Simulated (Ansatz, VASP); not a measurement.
# Bi in VASP and in Ansatz

```
Bi
1.0
    -1.72093    1.72093    2.50051
     1.72093   -1.72093    2.50051
     1.72093    1.72093   -2.50051
Bi
1
Cartesian
  0.0000 0.0000 0.0000
```

Alike in both runs: task single point; functional PBEsol; dispersion D3(BJ); k mesh 18 × 18 × 18; occupations gaussian, width 0.15 eV; no spin polarisation.

|  | VASP | Ansatz |
| --- | --- | --- |
| version | VASP 6.6.1 | Ansatz 0.2.0 |
| potentials or method | VASP PAW PBE potentials, release 64 (Bi_d), cutoff 520 eV | scalar-relativistic, plane waves, PAW |
| valence electrons in the cell | 15 | 15 |

```tsv
	VASP	Ansatz	Ansatz less VASP
gap on the k mesh at the Fermi level (eV)	none	none	-
pressure (GPa)	-2.1	-2.1	+0.03
traceless stress, the component that is largest in VASP (GPa)	0.15	0.15	+0.001
```

VASP's potentials were made for PBE, not for PBEsol. A gap of «none» marks a metal or a gap that the smearing closes.

Spin-orbit coupling is off throughout.
